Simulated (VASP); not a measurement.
**Mg2CdS3: relaxation of cell and atoms with PBE**

Mg2CdS3:

```xyz
6
Lattice="-1.9653 1.9653 8.3381 1.9653 -1.9653 8.3381 1.9653 1.9653 -8.3381" Properties=species:S:1:pos:R:3 pbc="T T T"
Mg    0.0000    0.0000   13.8968
Mg    0.0000    0.0000    2.7794
Cd    0.0000    0.0000    8.3381
S     0.0000    1.9653    1.3897
S     1.9653    0.0000    4.1690
S     0.0000    1.9653    6.9484
```

| Property | Result |
| --- | --- |
| Program | VASP 6.6.1 |
| Task | relaxation of cell and atoms |
| Functional | PBE |
| Potentials or basis | VASP PAW PBE potentials, release 64 (Mg, Cd, S) |
| Cutoff | 600 eV |
| k mesh | 6 × 6 × 6 |
| Occupations | gaussian, width 0.1 eV |
| Spin | no spin polarisation |
| Dipole correction | no |
| Further INCAR settings | ALGO = Normal; EDIFF = 1e-07; IBRION = 2; EDIFFG = -0.04; NSW = 90; ISIF = 3 |

```json
{
  "Relaxed volume": "24.11 Å³/atom",
  "Relaxed cell": "a = 9.119 Å, b = 9.119 Å, c = 9.119 Å, α = 154.09°, β = 154.09°, γ = 36.98°",
  "Space group after relaxing (to 0.1 Å)": "I-4m2 (No. 119)",
  "Energy gained by relaxing": "78.5 meV/atom",
  "Ionic steps": "7",
  "Pressure after relaxing": "-0.2 GPa",
  "Largest force after relaxing": "0.028 eV/Å",
  "Band gap on the k mesh": "2.36 eV"
}
```

Forces in eV/Å, atoms in the order of the input:
```
Mg   0.000  0.000 -0.028
Mg   0.000  0.000  0.028
Cd   0.000  0.000  0.000
S    0.000  0.000 -0.027
S    0.000  0.000  0.000
S    0.000  0.000  0.027
```

Stress tensor (GPa, compression positive):
```
-0.13  0.00  0.00
 0.00 -0.13  0.00
 0.00  0.00 -0.21
```

The path:
```tsv
step	energy change (eV)	largest force (eV/Å)	pressure (GPa)	volume (Å³)
1	0.0000	1.1431	8.51	128.82
2	-0.4000	0.1988	-2.27	151.27
3	-0.4404	0.3694	-0.25	145.36
4	-0.4540	0.2415	-0.12	144.85
5	-0.4671	0.1845	0.24	143.66
6	-0.4710	0.0561	-0.08	144.46
7	-0.4711	0.0277	-0.15	144.64
```

Final structure:
```
CELL_PARAMETERS angstrom
-2.04478 2.04478 8.64863
2.04478 -2.04478 8.64863
2.04478 2.04478 -8.64863
ATOMIC_POSITIONS crystal
Mg 0.83082 0.83082 0.00000
Mg 0.16918 0.16918 0.00000
Cd 0.50000 0.50000 0.00000
S 0.58951 0.08951 0.50000
S 0.25000 0.75000 0.50000
S 0.91049 0.41049 0.50000
```

Levels at points of the mesh, in eV from the valence-band top:
```
           k point  band 15  band 16  band 17  band 18  band 19  band 20
(0.00, 0.00, 0.00)    -0.12     0.00     0.00     2.36     4.33     4.48
(0.50, 0.00, 0.00)    -0.70    -0.50    -0.24     3.87     5.06     5.51
(0.50, 0.50, 0.00)    -1.53    -1.32    -1.29     3.72     4.58     4.83
(0.50, 0.50, 0.50)    -0.67    -0.18    -0.18     3.47     3.77     4.24
```

It took 19 min on 1 thread of Intel(R) Xeon(R) 6975P-C (Granite Rapids), on a shared host, peak memory 0.85 GiB.

A k mesh can miss the band edges.
